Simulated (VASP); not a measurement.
# SrO in VASP: notebook, part 2 of 3

VASP 6.6.1.

**3. Single point, SCAN (last atom moved by 0.05 Å along z, cell strained by -1.0% along z)**

The input, INCAR:

```
METAGGA = SCAN ; ISMEAR = 0
SIGMA = 0.03 ; LWAVE = F
LCHARG = F ; ISIF = 2
PREC = Accurate ; LASPH = T
LREAL = F ; ALGO = Normal
EDIFF = 1E-6 ; NELM = 120
GGA_COMPAT = F ; ENCUT = 520
EFERMI = MIDGAP ; LMIXTAU = T
KPAR = 2 ; NBANDS = 18
```

The input, KPOINTS:

```
Automatic mesh
0
Gamma
  8 8 8
  0 0 0
```

The input, POSCAR:

```
SrO
1.0
    0.0000000000      2.5663000000      2.5406370000
    2.5663000000      0.0000000000      2.5406370000
    2.5663000000      2.5663000000      0.0000000000
Sr O
1 1
Direct
    0.5000000000      0.5000000000      0.5000000000
    0.0097416500      0.0097416500     -0.0097416500
```

Potentials or basis: VASP PAW PBE potentials, release 64 (Sr_sv, O).

The run is started by

```
cat potpaw_PBE.64/Sr_sv/POTCAR potpaw_PBE.64/O/POTCAR > POTCAR
mpirun -np 2 vasp_std > vasp.out
```

OUTCAR:

```text
METAGGA = SCAN
   ISMEAR = 0
   ISIF = 2
   PREC = Accurate
   LASPH = T
   LREAL = F
   EDIFF = 1E-6
   NELM = 120
   ENCUT = 520
   EFERMI = MIDGAP

 Found     59 irreducible k-points:

 Following reciprocal coordinates:
            Coordinates               Weight
  0.000000  0.000000  0.000000      1.000000
  0.125000 -0.000000  0.000000      8.000000
  0.250000 -0.000000  0.000000      8.000000
[... 207 lines left out ...]

 [... further k-points ...]

------------------------ aborting loop because EDIFF is reached ----------------------------------------

  FORCE on cell =-STRESS in cart. coord.  units (eV):
  Direction    XX          YY          ZZ          XY          YZ          ZX
  --------------------------------------------------------------------------------------
  -------------------------------------------------------------------------------------
  Total        0.4264419      0.4264419      0.8498654      0.0000000      0.0000000      0.0000000
  in kB       20.4165786     20.4165786     40.6886508      0.0000000      0.0000000      0.0000000
  external PRESSURE =      27.1739360 kB  Pullay stress =       0.0000000 kB

 VOLUME and BASIS-vectors are now :
 -----------------------------------------------------------------------------
  energy-cutoff  :      520.00
  volume of cell :       33.46
      direct lattice vectors                 reciprocal lattice vectors
     0.000000000  2.566300000  2.540637000    -0.194833028  0.194833028  0.196801038
     2.566300000  0.000000000  2.540637000     0.194833028 -0.194833028  0.196801038
     2.566300000  2.566300000  0.000000000     0.194833028  0.194833028 -0.196801038

 POSITION                                       TOTAL-FORCE (eV/Angst)
 -----------------------------------------------------------------------------------
      2.56630      2.56630      2.54064         0.000000      0.000000      0.162320
      2.56630      2.56630      0.04950         0.000000      0.000000     -0.162320
 -----------------------------------------------------------------------------------
    total drift:                                0.000000      0.000000      0.003141

  FREE ENERGIE OF THE ION-ELECTRON SYSTEM (eV)
  ---------------------------------------------------
  free  energy   TOTEN  =       -34.5103074705 eV

  energy  without entropy=      -34.5103074705  energy(sigma->0) =      -34.51030747
```

Run time: 83 s. Hardware: 2 MPI ranks of Intel Xeon Platinum 8488C (Sapphire Rapids), shared host; peak memory 0.17 GiB.

Results:

| Property | Result |
| --- | --- |
| Free energy | -34.5103 eV |
| Pressure | 2.7 GPa |
| Largest force | 0.162 eV/Å |
| Band gap on the k mesh | 3.67 eV (least direct gap 3.78 eV) |

Forces on the atoms (eV/Å):
```
Sr   0.000  0.000  0.162
O    0.000  0.000 -0.162
```

Levels at points of the mesh, in eV from the valence-band top:
```csv
k point,band 4,band 5,band 6,band 7,band 8,band 9,band 10,band 11,band 12,band 13
"(0.00, 0.00, 0.00)",-14.45,-14.44,-0.04,-0.04,0.00,4.68,6.77,6.77,6.84,9.10
"(0.50, 0.00, 0.00)",-14.52,-13.46,-2.17,-1.18,-1.18,7.13,9.09,9.56,9.59,12.78
"(0.50, 0.50, 0.00)",-14.84,-14.84,-0.38,-0.11,-0.11,3.67,8.61,11.04,11.16,11.86
"(0.50, 0.00, 0.50)",-14.82,-14.81,-0.45,-0.13,-0.07,3.73,8.61,11.05,11.14,11.79
```

Caveat: the cell differs from its parent crystal (last atom moved by 0.05 Å along z, cell strained by -1.0% along z); the PAW data sets were made with another functional, which shifts forces and pressure a little.

**4. Single point, SCAN (last atom moved by 0.05 Å along z, cell strained by -1.0% along z)**

The input, INCAR:

```
METAGGA = SCAN ; ISMEAR = 0
SIGMA = 0.03 ; LWAVE = F
LCHARG = F ; ISIF = 2
PREC = Accurate ; LASPH = T
LREAL = F ; ALGO = Normal
EDIFF = 1E-7 ; NELM = 120
GGA_COMPAT = F ; ENCUT = 840
EFERMI = MIDGAP ; LMIXTAU = T
KPAR = 2 ; NBANDS = 28
```

The input, KPOINTS:

```
Automatic mesh
0
Gamma
  15 15 15
  0 0 0
```

POSCAR is that of step 3.

Potentials or basis: VASP PAW PBE potentials, release 64 (Sr_sv, O).

The run is started by

```
cat potpaw_PBE.64/Sr_sv/POTCAR potpaw_PBE.64/O/POTCAR > POTCAR
mpirun -np 2 vasp_std > vasp.out
```

OUTCAR:

```text
METAGGA = SCAN
   ISMEAR = 0
   ISIF = 2
   PREC = Accurate
   LASPH = T
   LREAL = F
   EDIFF = 1E-7
   NELM = 120
   ENCUT = 840
   EFERMI = MIDGAP

 ion  position               nearest neighbor table
   1  0.500  0.500  0.500-   2 2.49   2 2.57   2 2.57   2 2.57   2 2.57   2 2.59
   2  0.010  0.010  0.990-   1 2.49   1 2.57   1 2.57   1 2.57   1 2.57   1 2.59

  LATTYP: Found a body centered tetragonal cell.
 ALAT       =     3.6292962651
 C/A-ratio  =     1.4000714267

  Lattice vectors:

 A1 = (   0.0000000000,  -2.5663000000,  -2.5406370000)
 A2 = (   0.0000000000,   2.5663000000,  -2.5406370000)
 A3 = (   2.5663000000,   0.0000000000,   2.5406370000)

Analysis of symmetry for initial positions (statically):
=====================================================================
 Subroutine PRICEL returns:
 Original cell was already a primitive cell.

 Routine SETGRP: Setting up the symmetry group for a
 body centered tetragonal supercell.

 Subroutine GETGRP returns: Found  8 space group operations
 (whereof  8 operations were pure point group operations)
 out of a pool of 16 trial point group operations.

The static configuration has the point symmetry C_4v.

Analysis of symmetry for dynamics (positions and initial velocities):
=====================================================================
 Subroutine PRICEL returns:
 Original cell was already a primitive cell.

 Routine SETGRP: Setting up the symmetry group for a
 body centered tetragonal supercell.

 Subroutine GETGRP returns: Found  8 space group operations
 (whereof  8 operations were pure point group operations)
 out of a pool of 16 trial point group operations.

The dynamic configuration has the point symmetry C_4v.

[... 115 lines left out ...]
   ISMEAR =     0;   SIGMA  =   0.03  broadening in eV -4-tet -1-fermi 0-gaus
   EFERMI_NEDOS =   21; number of points for ismear=-14 and -15
   IALGO  =     38    algorithm
   IMIX   =      4    mixing-type and parameters
     AMIX     =   0.40;   BMIX     =  1.00
     AMIX_MAG =   1.60;   BMIX_MAG =  1.00
  volume/ion in A,a.u.               =      16.73       112.92
  Fermi-wavevector in a.u.,A,eV,Ry     =   1.280125  2.419085 22.296135  1.638720
  Thomas-Fermi vector in A             =   2.412571
   LORBIT       =      0    0 simple, 1 ext, 2 COOP (PROOUT), +10 PAW based schemes
   METAGGA = SCAN    functional components
   LHFCALC =     F    Hartree Fock is set to
   AEXX    =    0.0000 exact exchange contribution
   IVDW    =     0    specifies the selected vdW correction
   LEPSILON=     F    determine dielectric tensor
   LRPA    =     F    only Hartree local field effects (RPA)

   CSHIFT  =0.1000    complex shift for real part using Kramers Kronig

   OMEGAMAX=  -1.0    maximum frequency
 non-spin polarized calculation
 Gauss-broadening in eV      SIGMA  =   0.03
  energy-cutoff  :      840.00
  volume of cell :       33.46
 maximum number of plane-waves:      1867
 NGX is ok and might be reduce to    36
   NGX = 17   NGY = 17   NGZ = 17

 number of electron      16.0000001 magnetization

 Free energy of the ion-electron system (eV)
  ---------------------------------------------------
  ext. energy  EPLUGINS =         0.00000000
  ---------------------------------------------------
  free energy    TOTEN  =       -34.51586409 eV

  energy without entropy =      -34.51586409  energy(sigma->0) =      -34.51586409

 E-fermi :   3.2571     XC(G=0): -10.7002

 val. band max:        1.4104186956   @ k =   0.0000   0.0000   0.0000
 cond. band min:       5.1037305753   @ k =   0.4667   0.4667   0.0000
 fundamental gap:      3.6933118798
 Fermi energy:         3.2570746355

 k-point     1 :       0.0000    0.0000    0.0000
  band No.  band energies     occupation
      1     -32.0966      2.00000
      2     -14.7491      2.00000
      3     -13.0383      2.00000
      4     -13.0383      2.00000
      5     -13.0268      2.00000
      6       1.3688      2.00000
[... 541 lines left out ...]
     19      26.4886      0.00000
     20      27.2160      0.00000

 [... further k-points ...]

 [bands above 20 left out]

------------------------ aborting loop because EDIFF is reached ----------------------------------------

  FORCE on cell =-STRESS in cart. coord.  units (eV):
  Direction    XX          YY          ZZ          XY          YZ          ZX
  --------------------------------------------------------------------------------------
  -------------------------------------------------------------------------------------
  Total        0.4346952      0.4346952      0.8594840      0.0000000      0.0000000      0.0000000
  in kB       20.8117175     20.8117175     41.1491566      0.0000000      0.0000000      0.0000000
  external PRESSURE =      27.5908639 kB  Pullay stress =       0.0000000 kB

 VOLUME and BASIS-vectors are now :
 -----------------------------------------------------------------------------
  energy-cutoff  :      840.00
  volume of cell :       33.46
      direct lattice vectors                 reciprocal lattice vectors
     0.000000000  2.566300000  2.540637000    -0.194833028  0.194833028  0.196801038
     2.566300000  0.000000000  2.540637000     0.194833028 -0.194833028  0.196801038
     2.566300000  2.566300000  0.000000000     0.194833028  0.194833028 -0.196801038

 POSITION                                       TOTAL-FORCE (eV/Angst)
 -----------------------------------------------------------------------------------
      2.56630      2.56630      2.54064         0.000000      0.000000      0.160930
      2.56630      2.56630      0.04950         0.000000      0.000000     -0.160930
 -----------------------------------------------------------------------------------
    total drift:                                0.000000      0.000000     -0.000544

  FREE ENERGIE OF THE ION-ELECTRON SYSTEM (eV)
  ---------------------------------------------------
  free  energy   TOTEN  =       -34.5158640909 eV

  energy  without entropy=      -34.5158640909  energy(sigma->0) =      -34.51586409
```

OSZICAR:

```text
N       E                     dE             d eps       ncg     rms          rms(c)
DAV:   1     0.677414249659E+02    0.67741E+02   -0.94217E+03 16136   0.802E+02
DAV:   2    -0.376450358458E+02   -0.10539E+03   -0.98983E+02 19460   0.204E+02
[... 10 lines left out ...]
DAV:  13    -0.345161857698E+02   -0.45293E-02   -0.73199E-03 16464   0.713E-01    0.841E-02
DAV:  14    -0.345159158584E+02    0.26991E-03   -0.67215E-05 21104   0.554E-02    0.651E-02
DAV:  15    -0.345158455966E+02    0.70262E-04   -0.24057E-04 16908   0.129E-01    0.333E-02
DAV:  16    -0.345158601282E+02   -0.14532E-04   -0.47076E-05 21120   0.546E-02    0.112E-02
DAV:  17    -0.345158687401E+02   -0.86119E-05   -0.19317E-05 16756   0.346E-02    0.118E-02
DAV:  18    -0.345158640752E+02    0.46649E-05   -0.30774E-06 17700   0.133E-02    0.334E-03
DAV:  19    -0.345158640909E+02   -0.15728E-07   -0.91748E-07 24384   0.698E-03
   1 F= -.34515864E+02 E0= -.34515864E+02  d E =0.000000E+00
```

It took 15 min on 2 MPI ranks of Intel Xeon Platinum 8488C (Sapphire Rapids), shared host; peak memory 0.55 GiB.

Results:

| Quantity | Value |
| --- | --- |
| Free energy | -34.5159 eV |
| Pressure | 2.8 GPa |
| Largest force | 0.161 eV/Å |
| Band gap on the k mesh | 3.69 eV (least direct gap 3.81 eV) |

Forces on the atoms (eV/Å):
```
Sr   0.000  0.000  0.161
O    0.000  0.000 -0.161
```

Levels at points of the mesh, in eV from the valence-band top:
```
           k point  band 4  band 5  band 6  band 7  band 8  band 9  band 10  band 11  band 12  band 13
(0.00, 0.00, 0.00)  -14.45  -14.44   -0.04   -0.04    0.00    4.69     6.78     6.78     6.85     9.10
```

Caveat: the cell differs from its parent crystal (last atom moved by 0.05 Å along z, cell strained by -1.0% along z); the PAW data sets were made with another functional, which shifts forces and pressure a little; an odd mesh through Γ misses points on the zone boundary, where band edges can lie.

**5. Single point, SCAN (last atom moved by 0.05 Å along z, cell strained by -1.0% along z)**

The input, INCAR:

```
METAGGA = SCAN ; ISMEAR = 0
SIGMA = 0.03 ; LWAVE = F
LCHARG = F ; ISIF = 2
PREC = Low ; LASPH = T
LREAL = F ; ALGO = Normal
EDIFF = 1E-4 ; NELM = 120
GGA_COMPAT = F ; ENCUT = 520
EFERMI = MIDGAP ; LMIXTAU = T
KPAR = 2 ; NBANDS = 28
```

The input, KPOINTS:

```
Automatic mesh
0
Gamma
  3 3 3
  0 0 0
```

POSCAR is that of step 4.

The run is started by

```
cat potpaw_PBE.64/Sr_sv/POTCAR potpaw_PBE.64/O/POTCAR > POTCAR
mpirun -np 2 vasp_std > vasp.out
```

It took 11 s on 2 MPI ranks of Intel Xeon Platinum 8488C (Sapphire Rapids), shared host; peak memory 0.1 GiB.

It converged, with:

```yaml
Free_energy: -34.4907 eV
Pressure: 2.4 GPa
Largest_force: 0.142 eV/Å
Band_gap_on_the_k_mesh: 4.17 eV (least direct gap 4.33 eV)
```

Forces in eV/Å, atoms in the order of the input:
```
Sr   0.000  0.000  0.142
O    0.000  0.000 -0.142
```

Stress tensor (GPa, compression positive):
```
1.76 0.00 0.00
0.00 1.76 0.00
0.00 0.00 3.83
```

Levels at points of the mesh, in eV from the valence-band top:
```
           k point  band 5  band 6  band 7  band 8  band 9  band 10  band 11  band 12
(0.00, 0.00, 0.00)  -14.48   -0.03   -0.03    0.00    4.62     6.74     6.74     6.80
```

Caveat: the k points lie up to 0.71 Å⁻¹ apart; the cell differs from its parent crystal (last atom moved by 0.05 Å along z, cell strained by -1.0% along z); the PAW data sets were made with another functional, which shifts forces and pressure a little; an odd mesh through Γ misses points on the zone boundary, where band edges can lie.

(Part 2 of 3 ends here.)
